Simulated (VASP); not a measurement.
# NiO (I4/mmm) in VASP: a series of runs

Runs on NiO. Level: r2SCAN. Tasks: single point.

Everything below comes from runs of VASP 6.6.1. Logs are shortened: lines on timing, memory, paths and dates and some standing lists are left out, and cuts for length are marked.

## Step 1: The cell of the first run

Symmetry: I4/mmm, No. 139, tetragonal system. Conventional cell: a = 2.978 Å, b = 2.978 Å, c = 4.105 Å, α = 90.00°, β = 90.00°, γ = 90.00°. Within 2.7 Å of Ni (site symmetry 4/mmm) lie 6 O at 2.05 to 2.11 Å. Within 2.7 Å of O (site symmetry 4/mmm) lie 6 Ni at 2.05 to 2.11 Å.

## Step 2: Single point, r2SCAN, collinear spin, ferromagnetic start (uniaxial strain along c: -2.0 %, then relaxed in part)

POSCAR reads:

```
NiO
1.0
    2.1056144564      2.1056144564      0.0000000000
   -2.1056144564      2.1056144564      0.0000000000
    0.0000000000      0.0000000000      4.1048250541
Ni O
2 2
Direct
    0.0000000000      0.0000000000      0.0000000000
    0.5000000000      0.5000000000      0.5000000000
    0.5000000000      0.5000000000      0.0000000000
    0.0000000000      0.0000000000      0.5000000000
```

INCAR.step1 reads:

```
SYSTEM = NiO
ALGO = Normal
EDIFF = 1E-4
ENCUT = 520
GGA = PE
ISMEAR = 0
ISPIN = 2
LASPH = .TRUE.
LCHARG = .FALSE.
LMAXMIX = 4
LREAL = .FALSE.
LWAVE = .TRUE.
MAGMOM = 1.84 1.84 0.31 0.31
NBANDS = 28
NELM = 150
PREC = Accurate
SIGMA = 0.02
```

INCAR.step2 reads:

```
SYSTEM = NiO
ALGO = Normal
EDIFF = 1E-6
ENCUT = 520
ISIF = 2
ISMEAR = 0
ISPIN = 2
ISTART = 1
LASPH = .TRUE.
LCHARG = .FALSE.
LMAXMIX = 4
LMIXTAU = .TRUE.
LORBIT = 11
LREAL = .FALSE.
LWAVE = .FALSE.
MAGMOM = 1.84 1.84 0.31 0.31
METAGGA = R2SCAN
NBANDS = 28
NELM = 150
PREC = Accurate
SIGMA = 0.02
```

KPOINTS reads:

```
k-points
0
G
  10 10 8
  0 0 0
```

Potentials or basis: VASP PAW PBE potentials, release 64 (Ni, O).

Launch:

```sh
$ cat potpaw_PBE.64/Ni/POTCAR potpaw_PBE.64/O/POTCAR > POTCAR
$ cp INCAR.step1 INCAR
$ mpirun -np 1 vasp_std > vasp.out
$ cp INCAR.step2 INCAR
$ mpirun -np 1 vasp_std > vasp.out
```

OUTCAR:

```text
SYSTEM = NiO
   EDIFF = 1E-6
   ENCUT = 520
   ISIF = 2
   ISMEAR = 0
   ISPIN = 2
   ISTART = 1
   LASPH = .TRUE.
   LORBIT = 11
   LREAL = .FALSE.
   METAGGA = R2SCAN
   NELM = 150
   PREC = Accurate

 ion  position               nearest neighbor table
   1  0.000  0.000  0.000-   4 2.05   4 2.05   3 2.11   3 2.11   3 2.11   3 2.11   2 2.94   2 2.94
                             2 2.94   2 2.94   2 2.94   2 2.94   2 2.94   2 2.94
   2  0.500  0.500  0.500-   3 2.05   3 2.05   4 2.11   4 2.11   4 2.11   4 2.11   1 2.94   1 2.94
                             1 2.94   1 2.94   1 2.94   1 2.94   1 2.94   1 2.94
   3  0.500  0.500  0.000-   2 2.05   2 2.05   1 2.11   1 2.11   1 2.11   1 2.11
   4  0.000  0.000  0.500-   1 2.05   1 2.05   2 2.11   2 2.11   2 2.11   2 2.11

  LATTYP: Found a simple tetragonal cell.
 ALAT       =     2.9777885214
 C/A-ratio  =     1.3784810522

  Lattice vectors:

 A1 = (   2.1056144564,   2.1056144564,   0.0000000000)
 A2 = (  -2.1056144564,   2.1056144564,   0.0000000000)
 A3 = (   0.0000000000,   0.0000000000,   4.1048250541)

Analysis of symmetry for initial positions (statically):
=====================================================================
 Subroutine PRICEL returns following result:

  LATTYP: Found a body centered tetragonal cell.
 ALAT       =     2.9777885214
 C/A-ratio  =     1.3784810522

  Lattice vectors:

 A1 = (   0.0000000000,  -2.1056144564,  -2.0524125271)
 A2 = (   0.0000000000,   2.1056144564,  -2.0524125270)
 A3 = (   2.1056144564,   0.0000000000,   2.0524125271)

   2 primitive cells build up your supercell.

 Routine SETGRP: Setting up the symmetry group for a
 simple tetragonal supercell.

 Subroutine GETGRP returns: Found 16 space group operations
 (whereof 16 operations were pure point group operations)
 out of a pool of 16 trial point group operations.

The static configuration has the point symmetry D_4h.

Analysis of symmetry for dynamics (positions and initial velocities):
=====================================================================
 Subroutine PRICEL returns following result:

  LATTYP: Found a body centered tetragonal cell.
 ALAT       =     2.9777885214
 C/A-ratio  =     1.3784810522

  Lattice vectors:

 A1 = (   0.0000000000,  -2.1056144564,  -2.0524125271)
 A2 = (   0.0000000000,   2.1056144564,  -2.0524125270)
 A3 = (   2.1056144564,   0.0000000000,   2.0524125271)

   2 primitive cells build up your supercell.

 Routine SETGRP: Setting up the symmetry group for a
 simple tetragonal supercell.

 Subroutine GETGRP returns: Found 16 space group operations
 (whereof 16 operations were pure point group operations)
 out of a pool of 16 trial point group operations.

The dynamic configuration has the point symmetry D_4h.

Analysis of structural, dynamic, and magnetic symmetry:
=====================================================================
 Subroutine PRICEL returns following result:

  LATTYP: Found a body centered tetragonal cell.
 ALAT       =     2.9777885214
 C/A-ratio  =     1.3784810522

  Lattice vectors:

 A1 = (   0.0000000000,  -2.1056144564,  -2.0524125271)
 A2 = (   0.0000000000,   2.1056144564,  -2.0524125270)
 A3 = (   2.1056144564,   0.0000000000,   2.0524125271)

   2 primitive cells build up your supercell.

 Routine SETGRP: Setting up the symmetry group for a
 simple tetragonal supercell.

 Subroutine GETGRP returns: Found 16 space group operations
 (whereof 16 operations were pure point group operations)
 out of a pool of 16 trial point group operations.

The overall configuration has the point symmetry D_4h.

 Subroutine INISYM returns: Found 16 space group operations
 (whereof 16 operations are pure point group operations),
 and found     2 'primitive' translations

----------------------------------------------------------------------------------------

                                     Primitive cell

  volume of cell :      18.1992

  direct lattice vectors                    reciprocal lattice vectors
     0.000000000 -2.105614456 -2.052412527     0.237460376 -0.237460376 -0.243615742
     0.000000000  2.105614456 -2.052412527     0.237460376  0.237460376 -0.243615742
     2.105614456  0.000000000  2.052412527     0.474920751  0.000000000  0.000000000

  length of vectors
     2.940409737  2.940409737  2.940409737     0.414877680  0.414877680  0.474920751

  position of ions in fractional coordinates (direct lattice)
     0.000000000  0.000000000  0.000000000
     0.500000000  0.500000000  0.000000000

  ion indices of the primitive-cell ions
   primitive index   ion index
                 1           1
                 2           4

----------------------------------------------------------------------------------------

 KPOINTS: k-points

Automatic generation of k-mesh.
 Grid dimensions read from file:
 generate k-points for:   10   10    8

 Generating k-lattice:

[... 74 lines left out ...]
   IVDW    =     0    specifies the selected vdW correction
   LEPSILON=     F    determine dielectric tensor
   LRPA    =     F    only Hartree local field effects (RPA)
 spin polarized calculation
 Gauss-broadening in eV      SIGMA  =   0.02
  energy-cutoff  :      520.00
  volume of cell :       36.40
 maximum number of plane-waves:      1007
 NGX is ok and might be reduce to    24
   NGX = 11   NGY = 11   NGZ = 15

 number of electron      31.9999986 magnetization       3.9999194

 Free energy of the ion-electron system (eV)
  ---------------------------------------------------
  ext. energy  EPLUGINS =         0.00000000
  ---------------------------------------------------
  free energy    TOTEN  =       -40.20637798 eV

  energy without entropy =      -40.20637798  energy(sigma->0) =      -40.20637798

 E-fermi :   7.8062     XC(G=0): -13.4120

 val. band max:        7.6385005131   @ k =   0.5000   0.0000   0.5000
 cond. band min:       8.2041557494   @ k =   0.0000   0.0000   0.0000
 fundamental gap:      0.5656552363
 Fermi energy:         7.8061672115

 spin component 1

 k-point     1 :       0.0000    0.0000    0.0000
  band No.  band energies     occupation
      1     -13.5742      1.00000
      2     -12.1591      1.00000
      3       0.7729      1.00000
      4       3.3157      1.00000
      5       3.3158      1.00000
      6       3.5064      1.00000
[... 20 lines left out ...]
     27      27.2087      0.00000
     28      27.2555      0.00000

 k-point     2 :       0.1000    0.0000    0.0000
  band No.  band energies     occupation
      1     -13.5020      1.00000
      2     -12.1438      1.00000
      3       0.8257      1.00000
      4       2.6138      1.00000
      5       2.7606      1.00000
      6       3.0910      1.00000
[... 674 lines left out ...]
 k-point    24 :       0.2000    0.0000    0.1250
  band No.  band energies     occupation
      1     -13.2416      1.00000
      2     -12.1412      1.00000
      3       0.7624      1.00000
      4       1.7232      1.00000
      5       2.1381      1.00000
      6       2.3430      1.00000
[... 20 lines left out ...]
     27      26.2483      0.00000
     28      29.0447      0.00000

 [... further k-points ...]

 spin component 2

 k-point     1 :       0.0000    0.0000    0.0000
  band No.  band energies     occupation
      1     -13.0413      1.00000
      2     -11.4773      1.00000
      3       1.2040      1.00000
      4       3.9149      1.00000
      5       3.9149      1.00000
      6       4.4287      1.00000
[... 20 lines left out ...]
     27      27.5498      0.00000
     28      27.5845      0.00000

 k-point     2 :       0.1000    0.0000    0.0000
  band No.  band energies     occupation
      1     -12.9651      1.00000
      2     -11.4633      1.00000
      3       1.2626      1.00000
      4       3.2749      1.00000
      5       3.8240      1.00000
      6       4.6449      1.00000
[... 674 lines left out ...]
 k-point    24 :       0.2000    0.0000    0.1250
  band No.  band energies     occupation
      1     -12.6901      1.00000
      2     -11.4725      1.00000
      3       1.2691      1.00000
      4       2.5087      1.00000
      5       3.1287      1.00000
      6       3.5994      1.00000
[... 20 lines left out ...]
     27      26.7990      0.00000
     28      29.5348      0.00000

 [... further k-points ...]
[... 5 lines left out ...]
  --------------------------------------------------------------------------------------
  -------------------------------------------------------------------------------------
  Total        0.0047322      0.0047322      1.6315590      0.0000000      0.0000000      0.0000000
  in kB        0.2083031      0.2083031     71.8176193      0.0000000      0.0000000      0.0000000
  external PRESSURE =      24.0780752 kB  Pullay stress =       0.0000000 kB

 VOLUME and BASIS-vectors are now :
 -----------------------------------------------------------------------------
  energy-cutoff  :      520.00
  volume of cell :       36.40
      direct lattice vectors                 reciprocal lattice vectors
     2.105614456  2.105614456  0.000000000     0.237460376  0.237460376  0.000000000
    -2.105614456  2.105614456  0.000000000    -0.237460376  0.237460376  0.000000000
     0.000000000  0.000000000  4.104825054     0.000000000  0.000000000  0.243615742

 POSITION                                       TOTAL-FORCE (eV/Angst)
 -----------------------------------------------------------------------------------
      0.00000      0.00000      0.00000         0.000000     -0.000000     -0.000000
      0.00000      2.10561      2.05241         0.000000      0.000000     -0.000000
      0.00000      2.10561      0.00000        -0.000000      0.000000      0.000000
      0.00000      0.00000      2.05241        -0.000000     -0.000000     -0.000000
 -----------------------------------------------------------------------------------
    total drift:                                0.000000     -0.000000     -0.000000

  FREE ENERGIE OF THE ION-ELECTRON SYSTEM (eV)
  ---------------------------------------------------
  free  energy   TOTEN  =       -40.2063779783 eV

  energy  without entropy=      -40.2063779783  energy(sigma->0) =      -40.20637798

 total charge

# of ion       s       p       d       tot
------------------------------------------
    1        0.338   0.421   8.174   8.933
    2        0.338   0.421   8.174   8.933
    3        1.555   3.497   0.000   5.052
    4        1.555   3.497   0.000   5.052
--------------------------------------------------
tot          3.785   7.836  16.348  27.970

 magnetization (x)

# of ion       s       p       d       tot
------------------------------------------
    1        0.012   0.012   1.669   1.693
    2        0.012   0.012   1.669   1.693
    3        0.028   0.248   0.000   0.276
    4        0.028   0.248   0.000   0.276
--------------------------------------------------
tot          0.080   0.520   3.338   3.938
```

It took 4.1 min on 1 thread of Intel Xeon 6975P-C (Granite Rapids), shared host; peak memory 0.28 GiB.

What came out:

```yaml
Free_energy: -40.2064 eV
Pressure: 2.4 GPa
Band_gap_on_the_k_mesh: 0.57 eV
Net_moment: 4.00 μB per cell
Site_moments: Ni +1.69; O +0.28 μB
Valence_electrons_inside_the_program's_atomic_spheres: Ni 8.93; O 5.05
```

Stress tensor (GPa, compression positive):
```
0.02 0.00 0.00
0.00 0.02 0.00
0.00 0.00 7.18
```

Levels at points of the mesh, in eV from the valence-band top:
Spin up:
```
           k point  band 14  band 15  band 16  band 17  band 18  band 19  band 20  band 21  band 22  band 23
(0.00, 0.00, 0.00)    -2.97    -2.88    -2.88    -2.27    -2.27     2.10     6.71    11.80    12.43    17.46
(0.50, 0.00, 0.00)    -2.04    -1.94    -1.94    -0.42    -0.42     7.67     7.67    11.54    11.54    12.12
(0.50, 0.50, 0.00)    -3.23    -2.32    -2.32    -2.25    -2.25     6.73     6.73    11.43    11.43    12.80
(0.00, 0.00, 0.50)    -2.18    -1.89    -1.89    -1.89    -1.89     6.13     6.13    13.90    13.90    14.25
(0.50, 0.00, 0.50)    -1.93    -0.19    -0.19     0.00     0.00     6.25     6.25    10.85    10.85    14.49
(0.50, 0.50, 0.50)    -2.29    -2.29    -2.29    -1.78    -1.78     9.31     9.31    11.36    11.36    11.36
```
Spin down:
| k point | band 11 | band 12 | band 13 | band 14 | band 15 | band 16 | band 17 | band 18 |
| --- | --- | --- | --- | --- | --- | --- | --- | --- |
| (0.00, 0.00, 0.00) | -2.19 | -2.19 | -1.31 | -1.31 | 0.57 | 0.63 | 1.08 | 1.68 |
| (0.50, 0.00, 0.00) | -1.30 | -1.30 | -1.03 | -1.03 | 1.55 | 1.55 | 3.23 | 3.23 |
| (0.50, 0.50, 0.00) | -1.36 | -1.36 | -1.29 | -1.29 | 1.07 | 1.07 | 1.63 | 1.63 |
| (0.00, 0.00, 0.50) | -0.98 | -0.98 | -0.98 | -0.98 | 0.82 | 0.82 | 1.67 | 1.67 |
| (0.50, 0.00, 0.50) | -1.31 | -1.31 | -0.98 | -0.98 | 3.27 | 3.27 | 3.52 | 3.52 |
| (0.50, 0.50, 0.50) | -1.38 | -1.38 | -1.35 | -1.35 | 1.43 | 1.43 | 2.23 | 2.23 |

Caveat: the cell differs from its parent crystal (uniaxial strain along c: -2.0 %, then relaxed in part); the PAW data sets were made with another functional, which shifts forces and pressure a little. A k mesh can miss the band edges.

## Step 3: Single point, r2SCAN, collinear spin, ferromagnetic start

POSCAR is that of step 2.

INCAR.step1 reads:

```
SYSTEM = NiO
PREC     = Accurate       ! precision mode
ENCUT    = 520            ! plane-wave cutoff, eV
ISMEAR   = 0              ! smearing method
SIGMA    = 0.02           ! smearing width, eV
LREAL    = .False.        ! projectors in reciprocal space
LASPH    = .True.         ! aspherical terms in the spheres
NELM     = 150            ! most SCF steps
ISPIN    = 2              ! spin polarisation
MAGMOM   = 1.83 1.83 0.31 0.31 ! initial moments
LMAXMIX  = 4              ! l up to which the mixer works
NBANDS   = 28             ! bands
GGA      = PE             ! functional
ALGO     = Normal         ! electronic algorithm
EDIFF    = 1E-4           ! SCF threshold, eV
LWAVE    = .True.         ! write WAVECAR
LCHARG   = .False.        ! write CHGCAR
```

INCAR.step2 reads:

```
SYSTEM = NiO
PREC     = Accurate       ! precision mode
ENCUT    = 520            ! plane-wave cutoff, eV
EDIFF    = 1E-7           ! SCF threshold, eV
ISMEAR   = 0              ! smearing method
SIGMA    = 0.02           ! smearing width, eV
LREAL    = .False.        ! projectors in reciprocal space
LASPH    = .True.         ! aspherical terms in the spheres
NELM     = 150            ! most SCF steps
ALGO     = Normal         ! electronic algorithm
ISIF     = 2              ! what is computed and relaxed
LWAVE    = .False.        ! write WAVECAR
LCHARG   = .False.        ! write CHGCAR
ISPIN    = 2              ! spin polarisation
MAGMOM   = 1.83 1.83 0.31 0.31 ! initial moments
LORBIT   = 11             ! projections on sites
LMAXMIX  = 4              ! l up to which the mixer works
METAGGA  = R2SCAN         ! meta-GGA
LMIXTAU  = .True.       
NBANDS   = 28             ! bands
ISTART   = 1
```

KPOINTS reads:

```
Automatic mesh
0
Gamma
  10 10 8
  0 0 0
```

Potentials or basis: VASP PAW PBE potentials, release 64 (Ni, O).

Launch:

```sh
$ cat potpaw_PBE.64/Ni/POTCAR potpaw_PBE.64/O/POTCAR > POTCAR
$ cp INCAR.step1 INCAR
$ mpirun -np 1 vasp_std > vasp.out
$ cp INCAR.step2 INCAR
$ mpirun -np 1 vasp_std > vasp.out
```

Run time: 4.5 min. Hardware: 1 thread of Intel Xeon 6975P-C (Granite Rapids), shared host; peak memory 0.28 GiB.

The run converged. Its results:

```
Free energy                                           : -40.2064 eV
Pressure                                              : 2.4 GPa
Band gap on the k mesh                                : 0.57 eV
Net moment                                            : 4.00 μB per cell
Site moments                                          : Ni +1.69; O +0.28 μB
Valence electrons inside the program's atomic spheres : Ni 8.93; O 5.05
```

Stress tensor (GPa, compression positive):
```
0.01 0.00 0.00
0.00 0.01 0.00
0.00 0.00 7.17
```

Levels at points of the mesh, in eV from the valence-band top:
Spin up:
| k point | band 16 | band 17 | band 18 | band 19 | band 20 | band 21 |
| --- | --- | --- | --- | --- | --- | --- |
| (0.00, 0.00, 0.00) | -2.88 | -2.27 | -2.27 | 2.10 | 6.71 | 11.80 |
| (0.50, 0.00, 0.00) | -1.94 | -0.42 | -0.42 | 7.67 | 7.67 | 11.54 |
| (0.50, 0.50, 0.00) | -2.32 | -2.25 | -2.25 | 6.73 | 6.73 | 11.43 |
| (0.00, 0.00, 0.50) | -1.89 | -1.89 | -1.89 | 6.13 | 6.13 | 13.90 |
| (0.50, 0.00, 0.50) | -0.19 | 0.00 | 0.00 | 6.25 | 6.25 | 10.85 |
| (0.50, 0.50, 0.50) | -2.29 | -1.79 | -1.79 | 9.31 | 9.31 | 11.36 |
Spin down:
```
           k point  band 10  band 11  band 12  band 13  band 14  band 15  band 16  band 17  band 18  band 19
(0.00, 0.00, 0.00)    -2.28    -2.19    -2.19    -1.31    -1.31     0.57     0.63     1.08     1.68     2.68
(0.50, 0.00, 0.00)    -1.78    -1.30    -1.30    -1.03    -1.03     1.55     1.55     3.23     3.23     8.30
(0.50, 0.50, 0.00)    -3.20    -1.36    -1.36    -1.29    -1.29     1.07     1.07     1.63     1.63     7.37
(0.00, 0.00, 0.50)    -2.75    -0.98    -0.98    -0.98    -0.98     0.82     0.82     1.67     1.67     7.16
(0.50, 0.00, 0.50)    -1.43    -1.31    -1.31    -0.99    -0.99     3.27     3.27     3.52     3.52     6.55
(0.50, 0.50, 0.50)    -1.38    -1.38    -1.38    -1.36    -1.36     1.43     1.43     2.23     2.23    10.15
```

Caveat: the PAW data sets were made with another functional, which shifts forces and pressure a little.
